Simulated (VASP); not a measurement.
TiO2, 12 atoms in the cell. The structure is monoclinic, space group P2_1/c (No. 14). Conventional cell: a = 4.568 Å, b = 4.852 Å, c = 4.706 Å, α = 90.00°, β = 98.01°, γ = 90.00°. Within 2.5 Å of Ti (site symmetry 1) lie 7 O at 1.86 to 2.05 Å. O (site symmetry 1) has 5 Ti at 1.86 to 3.04 Å and 12 O at 2.37 to 3.07 Å within 3.1 Å. O (site symmetry 1) has 4 Ti at 1.96 to 2.03 Å and 10 O at 2.36 to 2.88 Å within 2.9 Å. 

* Program: VASP 6.6.1
* Task: single point
* Functional: PBE
* Potentials or basis: VASP PAW PBE potentials, release 64 (Ti_sv, O)
* Cutoff: 520 eV
* k mesh: 5 × 5 × 5
* Occupations: fermi-dirac, width 0.05 eV
* Spin: no spin polarisation
* Dipole correction: no
* Further INCAR settings: ALGO = Normal; EDIFF = 1e-06; NBANDS = 60

Potentials or basis: VASP PAW PBE potentials, release 64 (Ti_sv, O).

Run with:

```sh
$ cat potpaw_PBE.64/Ti_sv/POTCAR potpaw_PBE.64/O/POTCAR > POTCAR
$ mpirun -np 1 vasp_std > vasp.out
```

Hardware: 1 thread of Intel(R) Xeon(R) Platinum 8259CL CPU @ 2.50GHz (Skylake/Cascade Lake), on a shared host.

Q: How long does it take, and how much memory?

A: Wall time 3.6 min on 1 thread of Intel(R) Xeon(R) Platinum 8259CL CPU @ 2.50GHz (Skylake/Cascade Lake), on a shared host, peak memory 0.31 GiB. Counts: scf iterations 16, k points 39.
